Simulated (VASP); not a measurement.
# Sr3ZnGa2 (P6/mmm) in VASP: notebook

Runs on Sr3ZnGa2. Level: PBE. Tasks: single point.

Program: VASP 6.6.1. These are calculated values, not measurements. Logs are shortened: lines on timing, memory, paths and dates and some standing lists are left out, and cuts for length are marked.

## 1. The cell of the first run

Symmetry: P6/mmm, No. 191, hexagonal system. Conventional cell: a = 6.494 Å, b = 6.494 Å, c = 3.954 Å, α = 90.00°, β = 90.00°, γ = 120.00°. Sr (site symmetry mmm) has 4 Ga at 2.72 Å and 4 Sr at 3.25 Å within 3.6 Å. Zn (site symmetry 6/mmm) has 6 Ga at 3.75 Å and 12 Sr at 3.80 Å and 2 Zn at 3.95 Å within 4.9 Å. Ga (site symmetry -6m2) has 6 Sr at 2.72 Å within 3.6 Å.

## 2. Single point, PBE

INCAR

```
SYSTEM = Sr3ZnGa2
ALGO = Normal
EDIFF = 1E-6
ENCUT = 520
GGA = PE
ISIF = 2
ISMEAR = 0
LASPH = .TRUE.
LCHARG = .FALSE.
LREAL = .FALSE.
LWAVE = .FALSE.
NBANDS = 43
NELM = 80
PREC = Accurate
SIGMA = 0.1
```

KPOINTS

```
k-points
0
G
  3 3 4
  0 0 0
```

POSCAR

```
Sr3ZnGa2
1.0
    6.4935000116      0.0000000000      0.0000000000
   -3.2467500058      5.6235359694      0.0000000000
    0.0000000000      0.0000000000      3.9540082739
Sr Zn Ga
3 1 2
Direct
    0.5000000000      0.0000000000      0.5000000000
    0.5000000000      0.5000000000      0.5000000000
    0.0000000000      0.5000000000      0.5000000000
    0.0000000000      0.0000000000      0.0000000000
    0.3333333333      0.6666666667      0.0000000000
    0.6666666667      0.3333333333      0.0000000000
```

Potentials or basis: VASP PAW PBE potentials, release 64 (Sr_sv, Zn, Ga_d).

The run is started by

```bash
$ cat potpaw_PBE.64/Sr_sv/POTCAR potpaw_PBE.64/Zn/POTCAR potpaw_PBE.64/Ga_d/POTCAR > POTCAR
$ mpirun -np 1 vasp_std > vasp.out
```

OUTCAR:

```text
SYSTEM = Sr3ZnGa2
   EDIFF = 1E-6
   ENCUT = 520
   GGA = PE
   ISIF = 2
   ISMEAR = 0
   LASPH = .TRUE.
   LREAL = .FALSE.
   NELM = 80
   PREC = Accurate

 ion  position               nearest neighbor table
   1  0.500  0.000  0.500-   5 2.72   6 2.72   5 2.72   6 2.72   2 3.25   3 3.25   2 3.25   3 3.25
                             4 3.80   4 3.80   4 3.80   4 3.80   2 5.12   3 5.12   2 5.12   3 5.12
   2  0.500  0.500  0.500-   5 2.72   6 2.72   5 2.72   6 2.72   1 3.25   1 3.25   3 3.25   3 3.25
                             4 3.80   4 3.80   4 3.80   4 3.80   1 5.12   1 5.12   1 5.12   1 5.12
   3  0.000  0.500  0.500-   5 2.72   6 2.72   5 2.72   6 2.72   1 3.25   1 3.25   2 3.25   2 3.25
                             4 3.80   4 3.80   4 3.80   4 3.80   1 5.12   1 5.12   1 5.12   1 5.12
   4  0.000  0.000  0.000-   2 3.80   3 3.80   2 3.80   3 3.80   3 3.80   3 3.80   2 3.80   2 3.80
                             1 3.80   1 3.80   1 3.80   1 3.80
   5  0.333  0.667  0.000-   1 2.72   1 2.72   3 2.72   3 2.72   2 2.72   2 2.72
   6  0.667  0.333  0.000-   1 2.72   1 2.72   3 2.72   3 2.72   2 2.72   2 2.72

  LATTYP: Found a hexagonal cell.
 ALAT       =     6.4935000116
 C/A-ratio  =     0.6089178820

  Lattice vectors:

 A1 = (   6.4935000116,   0.0000000000,   0.0000000000)
 A2 = (  -3.2467500058,   5.6235359694,   0.0000000000)
 A3 = (   0.0000000000,   0.0000000000,   3.9540082739)

Analysis of symmetry for initial positions (statically):
=====================================================================
 Subroutine PRICEL returns:
 Original cell was already a primitive cell.

 Routine SETGRP: Setting up the symmetry group for a
 hexagonal supercell.

 Subroutine GETGRP returns: Found 24 space group operations
 (whereof 24 operations were pure point group operations)
 out of a pool of 24 trial point group operations.

The static configuration has the point symmetry D_6h.

Analysis of symmetry for dynamics (positions and initial velocities):
=====================================================================
 Subroutine PRICEL returns:
 Original cell was already a primitive cell.

 Routine SETGRP: Setting up the symmetry group for a
 hexagonal supercell.

 Subroutine GETGRP returns: Found 24 space group operations
 (whereof 24 operations were pure point group operations)
 out of a pool of 24 trial point group operations.

The dynamic configuration has the point symmetry D_6h.

 Subroutine INISYM returns: Found 24 space group operations
 (whereof 24 operations are pure point group operations),
[... 83 lines left out ...]
   LNONCOLLINEAR =      F non collinear calculations
   LSORBIT =      F    spin-orbit coupling
   LASPH  =      T    aspherical Exc in radial PAW
   ENCUT  =  520.0 eV  38.22 Ry    6.18 a.u.  12.07 12.07  7.35*2*pi/ulx,y,z
   NELM   =     80;   NELMIN=  2; NELMDL= -5     # of ELM steps
   EDIFF  = 0.1E-05   stopping-criterion for ELM
   LREAL  =      F    real-space projection
[... 7 lines left out ...]
   TEBEG  =    0.0;   TEEND  =   0.0 temperature during run
   PSTRESS=    0.0 pullay stress
   NELECT =      68.0000    total number of electrons
   NUPDOWN=      -1.0000    fix difference up-down
   EMIN   =  10.00;   EMAX   =-10.00  energy-range for DOS
   EFERMI =   0.00;   METHOD = LEGACY
   ISMEAR =     0;   SIGMA  =   0.10  broadening in eV -4-tet -1-fermi 0-gaus
   EFERMI_NEDOS =   21; number of points for ismear=-14 and -15
   IALGO  =     38    algorithm
   IMIX   =      4    mixing-type and parameters
     AMIX     =   0.40;   BMIX     =  1.00
     AMIX_MAG =   1.60;   BMIX_MAG =  1.00
  volume/ion in A,a.u.               =      24.06       162.39
  Fermi-wavevector in a.u.,A,eV,Ry     =   1.273706  2.406955 22.073096  1.622327
  Thomas-Fermi vector in A             =   2.406514
   LORBIT       =      0    0 simple, 1 ext, 2 COOP (PROOUT), +10 PAW based schemes
   GGA     = PE    functional components
   LHFCALC =     F    Hartree Fock is set to
   AEXX    =    0.0000 exact exchange contribution
   IVDW    =     0    specifies the selected vdW correction
   LEPSILON=     F    determine dielectric tensor
   LRPA    =     F    only Hartree local field effects (RPA)
 non-spin polarized calculation
 Gauss-broadening in eV      SIGMA  =   0.10
  energy-cutoff  :      520.00
  volume of cell :      144.39
 maximum number of plane-waves:      3918
   NGX = 25   NGY = 25   NGZ = 15

 number of electron      67.9999988 magnetization

 Free energy of the ion-electron system (eV)
  ---------------------------------------------------
  ext. energy  EPLUGINS =         0.00000000
  ---------------------------------------------------
  free energy    TOTEN  =        -6.32462990 eV

  energy without entropy =       -6.28691167  energy(sigma->0) =       -6.30577079

 E-fermi :   3.9625     XC(G=0):  -9.8847

 val. band max:        3.9142934973   @ k =   0.3333  -0.0000   0.2500
 cond. band min:       4.0043529722   @ k =   0.3333  -0.0000   0.2500
 fundamental gap:      0.0900594749
 Fermi energy:         3.9624561905

 k-point     1 :       0.0000    0.0000    0.0000
  band No.  band energies     occupation
      1     -31.4618      2.00000
      2     -31.2395      2.00000
      3     -31.2395      2.00000
      4     -14.9469      2.00000
      5     -13.9410      2.00000
      6     -13.9410      2.00000
[... 403 lines left out ...]
     42       7.7502      0.00000
     43       8.2267      0.00000

------------------------ aborting loop because EDIFF is reached ----------------------------------------

  FORCE on cell =-STRESS in cart. coord.  units (eV):
  Direction    XX          YY          ZZ          XY          YZ          ZX
  --------------------------------------------------------------------------------------
  -------------------------------------------------------------------------------------
  Total       15.5907090     15.5907090     28.3245553      0.0000000     -0.0000000      0.0000000
  in kB      173.0017720    173.0017720    314.3024641      0.0000000     -0.0000000      0.0000000
  external PRESSURE =     220.1020027 kB  Pullay stress =       0.0000000 kB

 VOLUME and BASIS-vectors are now :
 -----------------------------------------------------------------------------
  energy-cutoff  :      520.00
  volume of cell :      144.39
      direct lattice vectors                 reciprocal lattice vectors
     6.493500012  0.000000000  0.000000000     0.154000154  0.088912030  0.000000000
    -3.246750006  5.623535969  0.000000000     0.000000000  0.177824060  0.000000000
     0.000000000  0.000000000  3.954008274     0.000000000  0.000000000  0.252907918

 POSITION                                       TOTAL-FORCE (eV/Angst)
 -----------------------------------------------------------------------------------
      3.24675      0.00000      1.97700         0.000000      0.000000      0.000000
      1.62338      2.81177      1.97700         0.000000      0.000000      0.000000
     -1.62338      2.81177      1.97700         0.000000      0.000000      0.000000
      0.00000      0.00000      0.00000         0.000000      0.000000      0.000000
     -0.00000      3.74902      0.00000         0.000000      0.000000      0.000000
      3.24675      1.87451      0.00000        -0.000000      0.000000      0.000000
 -----------------------------------------------------------------------------------
    total drift:                               -0.000000      0.000000     -0.000000

  FREE ENERGIE OF THE ION-ELECTRON SYSTEM (eV)
  ---------------------------------------------------
  free  energy   TOTEN  =        -6.3246299044 eV

  energy  without entropy=       -6.2869116741  energy(sigma->0) =       -6.30577079
```

OSZICAR:

```text
N       E                     dE             d eps       ncg     rms          rms(c)
DAV:   1     0.710747389834E+03    0.71075E+03   -0.31911E+04   817   0.214E+03
DAV:   2     0.966114667310E+02   -0.61414E+03   -0.59110E+03   830   0.583E+02
DAV:   3    -0.230671122330E+00   -0.96842E+02   -0.94522E+02   988   0.186E+02
DAV:   4    -0.871011032947E+01   -0.84794E+01   -0.83529E+01  1241   0.450E+01
DAV:   5    -0.909066776091E+01   -0.38056E+00   -0.37996E+00  1148   0.761E+00    0.608E+01
DAV:   6    -0.640464888309E+01    0.26860E+01   -0.10253E+01  1003   0.138E+01    0.236E+01
DAV:   7    -0.633040219937E+01    0.74247E-01   -0.11868E+00  1052   0.847E+00    0.898E+00
DAV:   8    -0.632370057887E+01    0.67016E-02   -0.16516E-01  1138   0.309E+00    0.966E-01
DAV:   9    -0.632437487103E+01   -0.67429E-03   -0.28277E-02  1084   0.863E-01    0.307E-01
DAV:  10    -0.632459183036E+01   -0.21696E-03   -0.20593E-03  1085   0.217E-01    0.131E-01
DAV:  11    -0.632462515334E+01   -0.33323E-04   -0.24859E-04  1081   0.101E-01    0.292E-02
DAV:  12    -0.632462975447E+01   -0.46011E-05   -0.32138E-05  1080   0.301E-02    0.211E-02
DAV:  13    -0.632462833132E+01    0.14232E-05   -0.51345E-06   854   0.167E-02    0.115E-02
DAV:  14    -0.632463003410E+01   -0.17028E-05   -0.79309E-07   520   0.859E-03    0.169E-03
DAV:  15    -0.632462990444E+01    0.12966E-06   -0.30455E-07   486   0.332E-03
   1 F= -.63246299E+01 E0= -.63057708E+01  d E =-.377182E-01
```

stdout:

```text
POSCAR found type information on POSCAR SrZnGa
 POSCAR found :  3 types and       6 ions
 scaLAPACK will be used
 LDA part: xc-table for (Slater+PW92), standard interpolation
 POSCAR, INCAR and KPOINTS ok, starting setup
 FFT: planning ... GRIDC
 FFT: planning ... GRID_SOFT
 FFT: planning ... GRID
 WAVECAR not read
 entering main loop
```

It took 32 s on 1 thread of Intel Xeon 6975P-C (Granite Rapids), shared host; peak memory 0.27 GiB.

What came out:

| Item | Value |
| --- | --- |
| Free energy | -6.3246 eV |
| Pressure | 22.0 GPa |
| Band gap on the k mesh | zero (band 34 reaches 4.15 eV, above the bottom of band 35 at 2.81 eV) |

Stress tensor (GPa, compression positive):
```
17.30  0.00  0.00
 0.00 17.30  0.00
 0.00  0.00 31.43
```

Caveat: the k points lie up to 0.40 Å⁻¹ apart.

## 3. Single point, PBE

This run uses another cell than the first one, of 42.10 Å³/atom, 1.749 times its volume.

INCAR

```
SYSTEM = Sr3ZnGa2
  PREC = Accurate
  ENCUT = 520
  EDIFF = 1E-6
  ISMEAR = 0
  SIGMA = 0.1
  LREAL = .False.
  LASPH = .True.
  NELM = 60
  ALGO = Normal
  ISIF = 2
  LWAVE = .False.
  LCHARG = .True.
  GGA = PE
  LELF = .True.
  LVHAR = .True.
  NBANDS = 43
```

KPOINTS

```
regular mesh
0
Gamma
  3 3 4
  0 0 0
```

POSCAR: that of step 2 with these lines changed.

```diff
@@ -2,5 +2,5 @@
 1.0
-    6.4935000116      0.0000000000      0.0000000000
-   -3.2467500058      5.6235359694      0.0000000000
-    0.0000000000      0.0000000000      3.9540082739
+    7.9928666695      0.0000000000      0.0000000000
+   -3.9964333348      6.9220255849      0.0000000000
+    0.0000000000      0.0000000000      4.5653281527
 Sr Zn Ga
```

Potentials or basis: VASP PAW PBE potentials, release 64 (Sr_sv, Zn, Ga_d).

The run is started by

```bash
$ cat potpaw_PBE.64/Sr_sv/POTCAR potpaw_PBE.64/Zn/POTCAR potpaw_PBE.64/Ga_d/POTCAR > POTCAR
$ mpirun -np 1 vasp_std > vasp.out
```

OUTCAR:

```text
SYSTEM = Sr3ZnGa2
   PREC = Accurate
   ENCUT = 520
   EDIFF = 1E-6
   ISMEAR = 0
   LREAL = .False.
   LASPH = .True.
   NELM = 60
   ISIF = 2
   GGA = PE

 ion  position               nearest neighbor table
   1  0.500  0.000  0.500-   5 3.25   6 3.25   5 3.25   6 3.25   3 4.00   3 4.00   2 4.00   2 4.00

   2  0.500  0.500  0.500-   5 3.25   6 3.25   5 3.25   6 3.25   3 4.00   3 4.00   1 4.00   1 4.00

   3  0.000  0.500  0.500-   5 3.25   6 3.25   5 3.25   6 3.25   2 4.00   2 4.00   1 4.00   1 4.00

   4  0.000  0.000  0.000-
   5  0.333  0.667  0.000-   3 3.25   3 3.25   1 3.25   1 3.25   2 3.25   2 3.25
   6  0.667  0.333  0.000-   3 3.25   3 3.25   1 3.25   1 3.25   2 3.25   2 3.25

  LATTYP: Found a hexagonal cell.
 ALAT       =     7.9928666695
 C/A-ratio  =     0.5711753169

  Lattice vectors:

 A1 = (   7.9928666695,   0.0000000000,   0.0000000000)
 A2 = (  -3.9964333348,   6.9220255849,   0.0000000000)
 A3 = (   0.0000000000,   0.0000000000,   4.5653281527)

Analysis of symmetry for initial positions (statically):
=====================================================================
 Subroutine PRICEL returns:
 Original cell was already a primitive cell.

 Routine SETGRP: Setting up the symmetry group for a
 hexagonal supercell.

 Subroutine GETGRP returns: Found 24 space group operations
 (whereof 24 operations were pure point group operations)
 out of a pool of 24 trial point group operations.

The static configuration has the point symmetry D_6h.

Analysis of symmetry for dynamics (positions and initial velocities):
=====================================================================
 Subroutine PRICEL returns:
 Original cell was already a primitive cell.

 Routine SETGRP: Setting up the symmetry group for a
 hexagonal supercell.

 Subroutine GETGRP returns: Found 24 space group operations
[... 115 lines left out ...]
     AMIX_MAG =   1.60;   BMIX_MAG =  1.00
  volume/ion in A,a.u.               =      42.10       284.09
  Fermi-wavevector in a.u.,A,eV,Ry     =   1.057082  1.997595 15.203445  1.117422
  Thomas-Fermi vector in A             =   2.192341
   LORBIT       =      0    0 simple, 1 ext, 2 COOP (PROOUT), +10 PAW based schemes
   GGA     = PE    functional components
   LHFCALC =     F    Hartree Fock is set to
   AEXX    =    0.0000 exact exchange contribution
   IVDW    =     0    specifies the selected vdW correction
   LEPSILON=     F    determine dielectric tensor
   LRPA    =     F    only Hartree local field effects (RPA)
 non-spin polarized calculation
 Gauss-broadening in eV      SIGMA  =   0.10
  energy-cutoff  :      520.00
  volume of cell :      252.59
 maximum number of plane-waves:      6837
 NGX is ok and might be reduce to    60
   NGX = 29   NGY = 29   NGZ = 17

 number of electron      68.0000014 magnetization

 Free energy of the ion-electron system (eV)
  ---------------------------------------------------
  ext. energy  EPLUGINS =         0.00000000
  ---------------------------------------------------
  free energy    TOTEN  =       -11.01823340 eV

  energy without entropy =      -10.99281733  energy(sigma->0) =      -11.00552537

 E-fermi :   1.2473     XC(G=0):  -7.6464

 val. band max:        1.2209442312   @ k =   0.3333   0.3333   0.5000
 cond. band min:       1.2817648945   @ k =   0.3333   0.0000   0.5000
 fundamental gap:      0.0608206633
 Fermi energy:         1.2473006227

 k-point     1 :       0.0000    0.0000    0.0000
  band No.  band energies     occupation
      1     -34.8477      2.00000
      2     -34.8300      2.00000
      3     -34.8300      2.00000
      4     -17.0133      2.00000
      5     -17.0133      2.00000
      6     -16.9856      2.00000
[... 403 lines left out ...]
     42       3.9615      0.00000
     43       4.1785      0.00000

------------------------ aborting loop because EDIFF is reached ----------------------------------------

  FORCE on cell =-STRESS in cart. coord.  units (eV):
  Direction    XX          YY          ZZ          XY          YZ          ZX
  --------------------------------------------------------------------------------------
  -------------------------------------------------------------------------------------
  Total        0.0201655      0.0201655      0.0490637     -0.0000000     -0.0000000      0.0000000
  in kB        0.1279121      0.1279121      0.3112168     -0.0000000     -0.0000000      0.0000000
  external PRESSURE =       0.1890137 kB  Pullay stress =       0.0000000 kB

 VOLUME and BASIS-vectors are now :
 -----------------------------------------------------------------------------
  energy-cutoff  :      520.00
  volume of cell :      252.59
      direct lattice vectors                 reciprocal lattice vectors
     7.992866669  0.000000000  0.000000000     0.125111558  0.072233192  0.000000000
    -3.996433335  6.922025585  0.000000000     0.000000000  0.144466383  0.000000000
     0.000000000  0.000000000  4.565328153     0.000000000  0.000000000  0.219042305

 POSITION                                       TOTAL-FORCE (eV/Angst)
 -----------------------------------------------------------------------------------
      3.99643      0.00000      2.28266        -0.000000      0.000000     -0.000000
      1.99822      3.46101      2.28266        -0.000000      0.000000     -0.000000
     -1.99822      3.46101      2.28266        -0.000000      0.000000     -0.000000
      0.00000      0.00000      0.00000        -0.000000      0.000000     -0.000000
     -0.00000      4.61468      0.00000         0.000000      0.000000     -0.000000
      3.99643      2.30734      0.00000        -0.000000      0.000000      0.000000
 -----------------------------------------------------------------------------------
    total drift:                                0.000000      0.000000     -0.000000

  FREE ENERGIE OF THE ION-ELECTRON SYSTEM (eV)
  ---------------------------------------------------
  free  energy   TOTEN  =       -11.0182334022 eV

  energy  without entropy=      -10.9928173306  energy(sigma->0) =      -11.00552537
```

It took 55 s on 1 thread of Intel Xeon 6975P-C (Granite Rapids), shared host; peak memory 0.38 GiB.

What came out:

| Item | Value |
| --- | --- |
| Free energy | -11.0182 eV |
| Pressure | 0.0 GPa |
| Band gap on the k mesh | zero (band 34 reaches 1.71 eV, above the bottom of band 35 at 0.87 eV) |
